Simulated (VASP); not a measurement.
# AlN (P6_3mc) in VASP: a series of runs

The runs below take AlN through single point, relaxation of cell and atoms, with LDA.

Everything below comes from runs of VASP 6.6.1. Logs are shortened: lines on timing, memory, paths and dates and some standing lists are left out, and cuts for length are marked.

**1. The cell of the first run**

The structure is hexagonal, space group P6_3mc (No. 186). Conventional cell: a = 3.089 Å, b = 3.089 Å, c = 4.943 Å, α = 90.00°, β = 90.00°, γ = 120.00°. Within 2.5 Å of Al (site symmetry 3m) lie 4 N at 1.88 to 1.89 Å. N (site symmetry 3m) has 4 Al at 1.88 to 1.89 Å within 2.5 Å.

**2. Single point, LDA**

Contents of INCAR:

```
SYSTEM = AlN
PREC = Accurate ; ENCUT = 520
EDIFF = 1E-6 ; ISMEAR = 0
SIGMA = 0.01 ; LREAL = .False.
LASPH = .True. ; NELM = 100
ALGO = Normal ; ISIF = 2
LWAVE = .False. ; LCHARG = .False.
GGA = CA ; NBANDS = 16
```

Contents of KPOINTS:

```
Automatic mesh
0
Gamma
  8 8 4
  0 0 0
```

Contents of POSCAR:

```
AlN
1.0
    3.0887238307      0.0000000000      0.0000000000
   -1.5443619153      2.6749133026      0.0000000000
    0.0000000000      0.0000000000      4.9432742115
Al N
2 2
Direct
    0.3333333333      0.6666666667      0.0000092746
    0.6666666667      0.3333333333      0.5000092746
    0.3333333333      0.6666666667      0.3819907254
    0.6666666667      0.3333333333      0.8819907254
```

Potentials or basis: VASP PAW LDA potentials, release 64 (Al, N).

On the command line:

```sh
$ cat potpaw_LDA.64/Al/POTCAR potpaw_LDA.64/N/POTCAR > POTCAR
$ mpirun -np 1 vasp_std > vasp.out
```

OUTCAR:

```text
SYSTEM = AlN
   PREC = Accurate
   ENCUT = 520
   EDIFF = 1E-6
   ISMEAR = 0
   LREAL = .False.
   LASPH = .True.
   NELM = 100
   ISIF = 2
   GGA = CA

 ion  position               nearest neighbor table
   1  0.333  0.667  0.000-   4 1.88   4 1.88   4 1.88   3 1.89   2 3.05   2 3.05   2 3.05   2 3.05
                             2 3.05   2 3.05
   2  0.667  0.333  0.500-   3 1.88   3 1.88   3 1.88   4 1.89   1 3.05   1 3.05   1 3.05   1 3.05
                             1 3.05   1 3.05
   3  0.333  0.667  0.382-   2 1.88   2 1.88   2 1.88   1 1.89
   4  0.667  0.333  0.882-   1 1.88   1 1.88   1 1.88   2 1.89

  LATTYP: Found a hexagonal cell.
 ALAT       =     3.0887238307
 C/A-ratio  =     1.6004260926

  Lattice vectors:

 A1 = (   3.0887238307,   0.0000000000,   0.0000000000)
 A2 = (  -1.5443619153,   2.6749133026,   0.0000000000)
 A3 = (   0.0000000000,   0.0000000000,   4.9432742115)

Analysis of symmetry for initial positions (statically):
=====================================================================
 Subroutine PRICEL returns:
 Original cell was already a primitive cell.

 Routine SETGRP: Setting up the symmetry group for a
 hexagonal supercell.

 Subroutine GETGRP returns: Found 12 space group operations
 (whereof  6 operations were pure point group operations)
 out of a pool of 24 trial point group operations.

The static configuration has the point symmetry C_3v.
 The point group associated with its full space group is C_6v.

Analysis of symmetry for dynamics (positions and initial velocities):
=====================================================================
 Subroutine PRICEL returns:
 Original cell was already a primitive cell.

 Routine SETGRP: Setting up the symmetry group for a
 hexagonal supercell.

 Subroutine GETGRP returns: Found 12 space group operations
 (whereof  6 operations were pure point group operations)
 out of a pool of 24 trial point group operations.

The dynamic configuration has the point symmetry C_3v.
 The point group associated with its full space group is C_6v.

 Subroutine INISYM returns: Found 12 space group operations
 (whereof  6 operations are pure point group operations),
 and found     1 'primitive' translations

----------------------------------------------------------------------------------------

                                     Primitive cell

  volume of cell :      40.8417

  direct lattice vectors                    reciprocal lattice vectors
     3.088723831  0.000000000  0.000000000     0.323758308  0.186921946  0.000000000
    -1.544361915  2.674913303  0.000000000     0.000000000  0.373843892  0.000000000
     0.000000000  0.000000000  4.943274212     0.000000000  0.000000000  0.202295069

  length of vectors
     3.088723831  3.088723831  4.943274212     0.373843892  0.373843892  0.202295069

  position of ions in fractional coordinates (direct lattice)
     0.333333333  0.666666667  0.000009275
     0.666666667  0.333333333  0.500009275
     0.333333333  0.666666667  0.381990725
     0.666666667  0.333333333  0.881990725

  ion indices of the primitive-cell ions
   primitive index   ion index
                 1           1
                 2           2
                 3           3
                 4           4

----------------------------------------------------------------------------------------

 KPOINTS: Automatic mesh

Automatic generation of k-mesh.
 Grid dimensions read from file:
 generate k-points for:    8    8    4

 Generating k-lattice:

  Cartesian coordinates                     Fractional coordinates (reciprocal lattice)
     0.040469788  0.023365243  0.000000000     0.125000000 -0.000000000  0.000000000
     0.000000000  0.046730487  0.000000000     0.000000000  0.125000000  0.000000000
     0.000000000  0.000000000  0.050573767     0.000000000  0.000000000  0.250000000

  Length of vectors
     0.046730487  0.046730487  0.050573767

  Shift w.r.t. Gamma in fractional coordinates (k-lattice)
     0.000000000  0.000000000  0.000000000

 Subroutine IBZKPT returns following result:
 ===========================================

 Found     30 irreducible k-points:

 Following reciprocal coordinates:
            Coordinates               Weight
  0.000000  0.000000  0.000000      1.000000
  0.125000 -0.000000  0.000000      6.000000
  0.250000 -0.000000  0.000000      6.000000
  0.375000  0.000000  0.000000      6.000000
  0.500000 -0.000000  0.000000      3.000000
  0.125000  0.125000  0.000000      6.000000
[... 16 lines left out ...]
  0.250000 -0.000000  0.500000      6.000000
  0.375000  0.000000  0.500000      6.000000
 [... further k-points ...]
   k-points           NKPTS =     30   k-points in BZ     NKDIM =     30   number of bands    NBANDS=     16
   number of dos      NEDOS =    301   number of ions     NIONS =      4
   total plane-waves  NPLWV =  23040
   dimension x,y,z NGX =    24 NGY =   24 NGZ =   40
   dimension x,y,z NGXF=    48 NGYF=   48 NGZF=   80
   ions per type =               2   2
   NGX,Y,Z   is equivalent  to a cutoff of  12.92, 12.92, 13.45 a.u.
   NGXF,Y,Z  is equivalent  to a cutoff of  25.84, 25.84, 26.90 a.u.
 SYSTEM =  AlN
   PREC   = accura    normal or accurate (medium, high low for compatibility)
   ISTART =      0    job   : 0-new  1-cont  2-samecut
   ICHARG =      2    charge: 1-file 2-atom 10-const
   ISPIN  =      1    spin polarized calculation?
   LNONCOLLINEAR =      F non collinear calculations
   LSORBIT =      F    spin-orbit coupling
   LASPH  =      T    aspherical Exc in radial PAW
   ENCUT  =  520.0 eV  38.22 Ry    6.18 a.u.   5.74  5.74  9.19*2*pi/ulx,y,z
   NELM   =    100;   NELMIN=  2; NELMDL= -5     # of ELM steps
   EDIFF  = 0.1E-05   stopping-criterion for ELM
   LREAL  =      F    real-space projection
   EDIFFG = 0.1E-04   stopping-criterion for IOM
   NSW    =      0    number of steps for IOM
   IBRION =     -1    ionic relax: 0-MD 1-quasi-New 2-CG
   NFREE  =      0    steps in history (QN), initial steepest desc. (CG)
   ISIF   =      2    stress and relaxation
   ISYM   =      2    0-nonsym 1-usesym 2-fastsym
   POTIM  = 0.5000    time-step for ionic-motion
   TEBEG  =    0.0;   TEEND  =   0.0 temperature during run
   PSTRESS=    0.0 pullay stress
   NELECT =      16.0000    total number of electrons
   NUPDOWN=      -1.0000    fix difference up-down
   EMIN   =  10.00;   EMAX   =-10.00  energy-range for DOS
   EFERMI =   0.00;   METHOD = LEGACY
   ISMEAR =     0;   SIGMA  =   0.01  broadening in eV -4-tet -1-fermi 0-gaus
   EFERMI_NEDOS =   21; number of points for ismear=-14 and -15
   IALGO  =     38    algorithm
   IMIX   =      4    mixing-type and parameters
     AMIX     =   0.40;   BMIX     =  1.00
     AMIX_MAG =   1.60;   BMIX_MAG =  1.00
  volume/ion in A,a.u.               =      10.21        68.90
  Fermi-wavevector in a.u.,A,eV,Ry     =   1.197881  2.263667 19.523255  1.434919
  Thomas-Fermi vector in A             =   2.333784
   LORBIT       =      0    0 simple, 1 ext, 2 COOP (PROOUT), +10 PAW based schemes
   GGA     = CA    functional components
   LHFCALC =     F    Hartree Fock is set to
   AEXX    =    0.0000 exact exchange contribution
   IVDW    =     0    specifies the selected vdW correction
   LEPSILON=     F    determine dielectric tensor
   LRPA    =     F    only Hartree local field effects (RPA)
 non-spin polarized calculation
 Gauss-broadening in eV      SIGMA  =   0.01
  energy-cutoff  :      520.00
  volume of cell :       40.84
 maximum number of plane-waves:      1124
 NGX is ok and might be reduce to    24
   NGX = 11   NGY = 11   NGZ = 19

 number of electron      15.9999997 magnetization

 Free energy of the ion-electron system (eV)
  ---------------------------------------------------
  ext. energy  EPLUGINS =         0.00000000
  ---------------------------------------------------
  free energy    TOTEN  =       -32.84099948 eV

  energy without entropy =      -32.84099948  energy(sigma->0) =      -32.84099948

 E-fermi :   6.2260     XC(G=0): -11.3433

 val. band max:        6.1151256831   @ k =   0.0000   0.0000   0.0000
 cond. band min:      10.5386010238   @ k =   0.0000   0.0000   0.0000
 fundamental gap:      4.4234753407
 Fermi energy:         6.2259588943

 k-point     1 :       0.0000    0.0000    0.0000
  band No.  band energies     occupation
      1      -9.0583      2.00000
      2      -6.7644      2.00000
      3      -0.0393      2.00000
      4       5.2251      2.00000
      5       5.2251      2.00000
      6       5.8866      2.00000
[... 8 lines left out ...]
     15      19.2383      0.00000
     16      19.2383      0.00000

 k-point     2 :       0.1250   -0.0000    0.0000
  band No.  band energies     occupation
      1      -8.8512      2.00000
      2      -6.6469      2.00000
      3       0.2017      2.00000
      4       4.3377      2.00000
      5       4.9742      2.00000
      6       5.0722      2.00000
[... 8 lines left out ...]
     15      18.9395      0.00000
     16      19.1713      0.00000

 k-point     3 :       0.2500   -0.0000    0.0000
  band No.  band energies     occupation
      1      -8.2707      2.00000
      2      -6.3683      2.00000
      3       0.8951      2.00000
      4       2.5768      2.00000
      5       3.6242      2.00000
      6       4.4970      2.00000
[... 8 lines left out ...]
     15      18.2517      0.00000
     16      19.3713      0.00000

 k-point     4 :       0.3750    0.0000    0.0000
  band No.  band energies     occupation
      1      -7.4764      2.00000
      2      -6.1677      2.00000
      3       1.0939      2.00000
      4       1.9134      2.00000
      5       2.3798      2.00000
      6       4.1096      2.00000
[... 8 lines left out ...]
     15      18.3894      0.00000
     16      20.9757      0.00000

 k-point     5 :       0.5000   -0.0000    0.0000
  band No.  band energies     occupation
      1      -6.9626      2.00000
      2      -6.2198      2.00000
      3       0.5291      2.00000
      4       1.8584      2.00000
      5       2.6798      2.00000
      6       3.9657      2.00000
[... 8 lines left out ...]
     15      18.9270      0.00000
     16      21.2601      0.00000

 k-point     6 :       0.1250    0.1250    0.0000
  band No.  band energies     occupation
      1      -8.4564      2.00000
      2      -6.4472      2.00000
      3       0.6697      2.00000
      4       3.3833      2.00000
      5       3.5846      2.00000
      6       4.8399      2.00000
[... 8 lines left out ...]
     15      18.7230      0.00000
     16      19.3195      0.00000
[... 267 lines left out ...]
 k-point    21 :       0.0000    0.0000    0.5000
  band No.  band energies     occupation
      1      -8.1234      2.00000
      2      -8.1234      2.00000
      3       2.7430      2.00000
      4       2.7430      2.00000
      5       5.5461      2.00000
      6       5.5461      2.00000
[... 8 lines left out ...]
     15      17.5358      0.00000
     16      17.5358      0.00000

 k-point    22 :       0.1250   -0.0000    0.5000
  band No.  band energies     occupation
      1      -7.9425      2.00000
      2      -7.9425      2.00000
      3       2.6724      2.00000
      4       2.6724      2.00000
      5       5.0101      2.00000
      6       5.0101      2.00000
[... 8 lines left out ...]
     15      17.9952      0.00000
     16      17.9952      0.00000

 k-point    23 :       0.2500   -0.0000    0.5000
  band No.  band energies     occupation
      1      -7.4535      2.00000
      2      -7.4535      2.00000
      3       2.0341      2.00000
      4       2.0341      2.00000
      5       4.4632      2.00000
      6       4.4632      2.00000
[... 8 lines left out ...]
     15      18.9113      0.00000
     16      18.9113      0.00000

 k-point    24 :       0.3750    0.0000    0.5000
  band No.  band energies     occupation
      1      -6.8569      2.00000
      2      -6.8569      2.00000
      3       0.9058      2.00000
      4       0.9058      2.00000
      5       4.5818      2.00000
      6       4.5818      2.00000
[... 8 lines left out ...]
     15      19.3362      0.00000
     16      19.3362      0.00000

 [... further k-points ...]
[... 5 lines left out ...]
  --------------------------------------------------------------------------------------
  -------------------------------------------------------------------------------------
  Total        0.1582490      0.1582490      0.1514465      0.0000000     -0.0000000     -0.0000000
  in kB        6.2079482      6.2079482      5.9410931      0.0000000     -0.0000000     -0.0000000
  external PRESSURE =       6.1189965 kB  Pullay stress =       0.0000000 kB

 VOLUME and BASIS-vectors are now :
 -----------------------------------------------------------------------------
  energy-cutoff  :      520.00
  volume of cell :       40.84
      direct lattice vectors                 reciprocal lattice vectors
     3.088723831  0.000000000  0.000000000     0.323758308  0.186921946  0.000000000
    -1.544361915  2.674913303  0.000000000     0.000000000  0.373843892  0.000000000
     0.000000000  0.000000000  4.943274212     0.000000000  0.000000000  0.202295069

 POSITION                                       TOTAL-FORCE (eV/Angst)
 -----------------------------------------------------------------------------------
     -0.00000      1.78328      0.00005        -0.000000      0.000000     -0.000613
      1.54436      0.89164      2.47168        -0.000000     -0.000000     -0.000613
     -0.00000      1.78328      1.88828         0.000000      0.000000      0.000613
      1.54436      0.89164      4.35992        -0.000000      0.000000      0.000613
 -----------------------------------------------------------------------------------
    total drift:                               -0.000000      0.000000     -0.000547

  FREE ENERGIE OF THE ION-ELECTRON SYSTEM (eV)
  ---------------------------------------------------
  free  energy   TOTEN  =       -32.8409994840 eV

  energy  without entropy=      -32.8409994840  energy(sigma->0) =      -32.84099948
```

It took 7.9 s on 1 thread of AMD EPYC 9R45 (Zen 5), shared host; peak memory 0.11 GiB.

Results:

- Free energy: -32.8410 eV
- Pressure: 0.6 GPa
- Band gap on the k mesh: 4.42 eV, direct

(Continued in part 2 of 2.)
